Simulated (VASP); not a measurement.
Ca:

```
Ca
1.0
    -2.09649    2.10173    2.44535
     2.09649   -2.10173    2.44535
     2.09649    2.10173   -2.44535
Ca
1
Direct
  0.50000 0.50000 0.00000
```

- Program: VASP 6.6.1
- Task: relaxation of cell and atoms
- Functional: PBE
- Potentials or basis: VASP PAW PBE potentials, release 64 (Ca_sv)
- Cutoff: 600 eV
- k mesh: 14 × 14 × 14
- Occupations: gaussian, width 0.1 eV
- Spin: no spin polarisation

At the start: pressure -0.3 GPa; volume 43.10 Å³/atom.

Question: How do energy, volume and symmetry change on relaxing?

Answer: Over 18 steps the energy falls by 11.6 meV/atom and the volume is 42.26 Å³/atom (-2.0 %); space group Fm-3m (No. 225, to 0.05 Å).

Step by step:
| step | energy change (eV) | largest force (eV/Å) | pressure (GPa) | volume (Å³) |
| --- | --- | --- | --- | --- |
| 1 | 0.0000 | 0.0000 | -0.34 | 43.10 |
| 2 | -0.0011 | 0.0000 | -0.12 | 42.54 |
| 3 | -0.0013 | 0.0000 | 0.04 | 42.14 |
| 4 | -0.0014 | 0.0000 | 0.07 | 42.05 |
| 5 | -0.0017 | 0.0000 | 0.07 | 42.05 |
| 6 | -0.0029 | 0.0000 | 0.07 | 42.03 |
| 7 | -0.0054 | 0.0000 | 0.09 | 41.97 |
| 8 | -0.0096 | 0.0000 | 0.22 | 41.72 |
| 9 | -0.0010 | 0.0000 | 0.61 | 40.83 |
| 10 | -0.0105 | 0.0000 | 0.27 | 41.58 |
| 11 | -0.0106 | 0.0000 | 0.33 | 41.47 |
| 12 | -0.0111 | 0.0000 | 0.20 | 41.79 |
| 13 | -0.0112 | 0.0000 | 0.12 | 41.95 |
| 14 | -0.0112 | 0.0000 | 0.09 | 41.99 |
| 15 | -0.0113 | 0.0000 | 0.10 | 42.03 |
| 16 | -0.0115 | 0.0000 | 0.06 | 42.13 |
| 17 | -0.0115 | 0.0000 | 0.04 | 42.17 |
| 18 | -0.0116 | 0.0000 | 0.00 | 42.26 |

Final structure:
```
CELL_PARAMETERS angstrom
-1.95520 1.95672 2.76125
1.95520 -1.95672 2.76125
1.95520 1.95672 -2.76125
ATOMIC_POSITIONS crystal
Ca 0.50000 0.50000 0.00000
```
